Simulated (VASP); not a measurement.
Cu, 4 atoms in the cell. The structure is hexagonal, space group P6_3/mmc (No. 194). The conventional cell has a = 2.599 Å, b = 2.599 Å, c = 8.484 Å, α = 90.00°, β = 90.00°, γ = 120.00°. Cu (site symmetry -3m) has 12 Cu at 2.60 Å within 3.4 Å. Cu (site symmetry -6m2) has 12 Cu at 2.60 Å within 3.4 Å. This isn't the form of Cu at room conditions, which is fcc.

- Program: VASP 6.6.1
- Task: single point
- Functional: RPBE
- Potentials or basis: VASP PAW PBE potentials, release 64 (Cu)
- Cutoff: 520 eV
- k mesh: 18 × 18 × 5
- Occupations: fermi-dirac, width 0.1 eV
- Spin: no spin polarisation
- Dipole correction: no
- Further INCAR settings: ALGO = Normal; EDIFF = 1e-06; NBANDS = 30

Potentials or basis: VASP PAW PBE potentials, release 64 (Cu).

Launch:

```sh
$ cat potpaw_PBE.64/Cu/POTCAR > POTCAR
$ mpirun -np 1 vasp_std > vasp.out
```

Hardware: 1 thread of Intel(R) Xeon(R) 6975P-C (Granite Rapids), with other jobs on the host.

Estimate the wall time of this run.

Wall time 72 s on 1 thread of Intel(R) Xeon(R) 6975P-C (Granite Rapids), with other jobs on the host, peak memory 0.24 GiB. Counts: scf iterations 14, k points 111.
